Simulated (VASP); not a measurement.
# BeS (Fm-3m) in VASP: further runs, part 2 of 2

VASP 6.6.1. The steps go on from the part before.

### Step 3. Single point, PBE (volume changed by -6%)

INCAR reads:

```
PREC = Accurate ; ENCUT = 520
EDIFF = 1E-6 ; ISMEAR = 0
SIGMA = 0.01 ; LREAL = F
LASPH = T ; NELM = 100
ALGO = Normal ; ISIF = 2
LWAVE = F ; LCHARG = F
GGA = PE ; NBANDS = 11
```

KPOINTS reads:

```
regular mesh
0
Gamma
  8 8 8
```

POSCAR reads:

```
BeS
1.0
    0.0000000000      2.2673611399      2.2673611399
    2.2673611399      0.0000000000      2.2673611399
    2.2673611399      2.2673611399      0.0000000000
Be S
1 1
Direct
    0.0000000000      0.0000000000      0.0000000000
    0.5000000000      0.5000000000      0.5000000000
```

Potentials or basis: VASP PAW PBE potentials, release 64 (Be, S).

On the command line:

```
> cat potpaw_PBE.64/Be/POTCAR potpaw_PBE.64/S/POTCAR > POTCAR
> mpirun -np 1 vasp_std > vasp.out
```

OUTCAR:

```text
PREC = Accurate
   ENCUT = 520
   EDIFF = 1E-6
   ISMEAR = 0
   LREAL = F
   LASPH = T
   NELM = 100
   ISIF = 2
   GGA = PE

 ion  position               nearest neighbor table
   1  0.000  0.000  0.000-   2 2.27   2 2.27   2 2.27   2 2.27   2 2.27   2 2.27
   2  0.500  0.500  0.500-   1 2.27   1 2.27   1 2.27   1 2.27   1 2.27   1 2.27

  LATTYP: Found a face centered cubic cell.
 ALAT       =     4.5347222798

  Lattice vectors:

 A1 = (   0.0000000000,   2.2673611399,   2.2673611399)
 A2 = (   2.2673611399,   0.0000000000,   2.2673611399)
 A3 = (   2.2673611399,   2.2673611399,   0.0000000000)

Analysis of symmetry for initial positions (statically):
=====================================================================
 Subroutine PRICEL returns:
 Original cell was already a primitive cell.

 Routine SETGRP: Setting up the symmetry group for a
 face centered cubic supercell.

 Subroutine GETGRP returns: Found 48 space group operations
 (whereof 48 operations were pure point group operations)
 out of a pool of 48 trial point group operations.

The static configuration has the point symmetry O_h .

Analysis of symmetry for dynamics (positions and initial velocities):
=====================================================================
 Subroutine PRICEL returns:
 Original cell was already a primitive cell.

 Routine SETGRP: Setting up the symmetry group for a
 face centered cubic supercell.

 Subroutine GETGRP returns: Found 48 space group operations
 (whereof 48 operations were pure point group operations)
 out of a pool of 48 trial point group operations.

The dynamic configuration has the point symmetry O_h .

 Subroutine INISYM returns: Found 48 space group operations
 (whereof 48 operations are pure point group operations),
 and found     1 'primitive' translations

----------------------------------------------------------------------------------------

[... 118 lines left out ...]
   LHFCALC =     F    Hartree Fock is set to
   AEXX    =    0.0000 exact exchange contribution
   IVDW    =     0    specifies the selected vdW correction
   LEPSILON=     F    determine dielectric tensor
   LRPA    =     F    only Hartree local field effects (RPA)
 non-spin polarized calculation
 Gauss-broadening in eV      SIGMA  =   0.01
  energy-cutoff  :      520.00
  volume of cell :       23.31
 maximum number of plane-waves:       638
   NGX = 11   NGY = 11   NGZ = 11

 number of electron       8.0000001 magnetization

 Free energy of the ion-electron system (eV)
  ---------------------------------------------------
  ext. energy  EPLUGINS =         0.00000000
  ---------------------------------------------------
  free energy    TOTEN  =        -8.85949702 eV

  energy without entropy =       -8.85949702  energy(sigma->0) =       -8.85949702

 E-fermi :   7.4896     XC(G=0): -10.8846

 val. band max:        7.4066938728   @ k =  -0.1250   0.1250   0.0000
 cond. band min:       8.4361221184   @ k =   0.5000   0.5000   0.0000
 fundamental gap:      1.0294282456
 Fermi energy:         7.4896071966

 k-point     1 :       0.0000    0.0000    0.0000
  band No.  band energies     occupation
      1      -8.2538      2.00000
      2       7.1000      2.00000
      3       7.1000      2.00000
      4       7.1000      2.00000
      5      13.4867      0.00000
      6      16.1698      0.00000
      7      16.1698      0.00000
      8      16.1698      0.00000
      9      17.3517      0.00000
     10      17.3517      0.00000
     11      17.3517      0.00000
[... 309 lines left out ...]
 k-point    24 :      -0.3750    0.2500    0.1250
  band No.  band energies     occupation
      1      -5.2471      2.00000
      2       0.3257      2.00000
      3       3.6676      2.00000
      4       5.2175      2.00000
      5      11.7713      0.00000
      6      12.0319      0.00000
      7      15.6548      0.00000
      8      18.9892      0.00000
      9      20.0832      0.00000
     10      20.7686      0.00000
     11      24.4659      0.00000

 [... further k-points ...]

------------------------ aborting loop because EDIFF is reached ----------------------------------------

  FORCE on cell =-STRESS in cart. coord.  units (eV):
  Direction    XX          YY          ZZ          XY          YZ          ZX
  --------------------------------------------------------------------------------------
  -------------------------------------------------------------------------------------
  Total        1.0851610      1.0851610      1.0851610     -0.0000000     -0.0000000     -0.0000000
  in kB       74.5783326     74.5783326     74.5783326     -0.0000000     -0.0000000     -0.0000000
  external PRESSURE =      74.5783326 kB  Pullay stress =       0.0000000 kB

 VOLUME and BASIS-vectors are now :
 -----------------------------------------------------------------------------
  energy-cutoff  :      520.00
  volume of cell :       23.31
      direct lattice vectors                 reciprocal lattice vectors
     0.000000000  2.267361140  2.267361140    -0.220520671  0.220520671  0.220520671
     2.267361140  0.000000000  2.267361140     0.220520671 -0.220520671  0.220520671
     2.267361140  2.267361140  0.000000000     0.220520671  0.220520671 -0.220520671

 POSITION                                       TOTAL-FORCE (eV/Angst)
 -----------------------------------------------------------------------------------
      0.00000      0.00000      0.00000        -0.000000     -0.000000     -0.000000
      2.26736      2.26736      2.26736         0.000000      0.000000      0.000000
 -----------------------------------------------------------------------------------
    total drift:                               -0.000000     -0.000000      0.000000

  FREE ENERGIE OF THE ION-ELECTRON SYSTEM (eV)
  ---------------------------------------------------
  free  energy   TOTEN  =        -8.8594970180 eV

  energy  without entropy=       -8.8594970180  energy(sigma->0) =       -8.85949702
```

OSZICAR:

```text
N       E                     dE             d eps       ncg     rms          rms(c)
DAV:   1     0.197818620709E+02    0.19782E+02   -0.40858E+03   638   0.639E+02
DAV:   2    -0.789543799121E+01   -0.27677E+02   -0.25096E+02   865   0.114E+02
DAV:   3    -0.891968898500E+01   -0.10243E+01   -0.10221E+01   806   0.216E+01
DAV:   4    -0.892420221721E+01   -0.45132E-02   -0.45125E-02   838   0.171E+00
DAV:   5    -0.892422552204E+01   -0.23305E-04   -0.23305E-04   806   0.112E-01    0.709E+00
DAV:   6    -0.886100746532E+01    0.63218E-01   -0.14026E-01   730   0.159E+00    0.472E+00
DAV:   7    -0.885959280816E+01    0.14147E-02   -0.61351E-02   767   0.121E+00    0.145E+00
DAV:   8    -0.885948755742E+01    0.10525E-03   -0.62426E-03   721   0.381E-01    0.181E-01
DAV:   9    -0.885948506882E+01    0.24886E-05   -0.14925E-04   780   0.823E-02    0.282E-02
DAV:  10    -0.885949618902E+01   -0.11120E-04   -0.13435E-05   742   0.227E-02    0.147E-02
DAV:  11    -0.885949701800E+01   -0.82898E-06   -0.49315E-06   753   0.121E-02
   1 F= -.88594970E+01 E0= -.88594970E+01  d E =-.184181E-33
```

stdout:

```text
POSCAR found type information on POSCAR BeS
 POSCAR found :  2 types and       2 ions
 scaLAPACK will be used
 LDA part: xc-table for (Slater+PW92), standard interpolation
 POSCAR, INCAR and KPOINTS ok, starting setup
 FFT: planning ... GRIDC
 FFT: planning ... GRID_SOFT
 FFT: planning ... GRID
 WAVECAR not read
 entering main loop
```

It took 2.5 s on 1 thread of Intel Xeon 6975P-C (Granite Rapids), shared host; peak memory 0.13 GiB.

What came out:

- Free energy: -8.8595 eV
- Pressure: 7.5 GPa
- Band gap on the k mesh: 1.03 eV, indirect (least direct gap 4.38 eV)

 A k mesh can miss the band edges.

### Step 4. Single point, PBE (volume changed by -3%)

INCAR reads:

```
ALGO = Normal
EDIFF = 1E-6
ENCUT = 520
GGA = PE
ISIF = 2
ISMEAR = 0
LASPH = True
LCHARG = False
LREAL = False
LWAVE = False
NBANDS = 11
NELM = 60
PREC = Accurate
SIGMA = 0.01
```

KPOINTS reads:

```
k-points
0
Gamma
  8 8 8
```

POSCAR reads:

```
BeS
1.0
    0.0000000000      2.2912298533      2.2912298533
    2.2912298533      0.0000000000      2.2912298533
    2.2912298533      2.2912298533      0.0000000000
Be S
1 1
Direct
    0.0000000000      0.0000000000      0.0000000000
    0.5000000000      0.5000000000      0.5000000000
```

On the command line:

```
> cat potpaw_PBE.64/Be/POTCAR potpaw_PBE.64/S/POTCAR > POTCAR
> mpirun -np 1 vasp_std > vasp.out
```

It took 2.5 s on 1 thread of Intel Xeon 6975P-C (Granite Rapids), shared host; peak memory 0.13 GiB.

The run converged. Its results:

```yaml
Free_energy: -8.8848 eV
Pressure: 3.4 GPa
Band_gap_on_the_k_mesh: 1.02 eV, indirect (least direct gap 4.31 eV)
```

Levels at points of the mesh, in eV from the valence-band top:
| k point | band 1 | band 2 | band 3 | band 4 | band 5 | band 6 | band 7 | band 8 |
| --- | --- | --- | --- | --- | --- | --- | --- | --- |
| (0.00, 0.00, 0.00) | -15.37 | -0.29 | -0.29 | -0.29 | 5.70 | 8.81 | 8.81 | 8.81 |
| (0.50, 0.00, 0.00) | -13.00 | -7.45 | -0.52 | -0.52 | 3.90 | 3.90 | 4.21 | 10.52 |
| (0.50, 0.50, 0.00) | -11.88 | -7.03 | -3.29 | -3.29 | 1.02 | 4.21 | 12.10 | 12.10 |

### Step 5. Summary

```tsv
cell	gap on the mesh (eV)	pressure (GPa)
a = 3.273 Å, angles 60.0°, 2 atoms	1.00	0.0
a = 3.207 Å, angles 60.0°, 2 atoms	1.03	7.5
a = 3.240 Å, angles 60.0°, 2 atoms	1.02	3.4
```

Alike in all rows: task single point; level PBE; potentials or basis VASP PAW PBE potentials, release 64 (Be, S); no spin polarisation; k mesh 8 × 8 × 8; cutoff (eV) 520; smearing gaussian 0.01 eV.

Absolute energies hang on the potentials; compare differences alone.
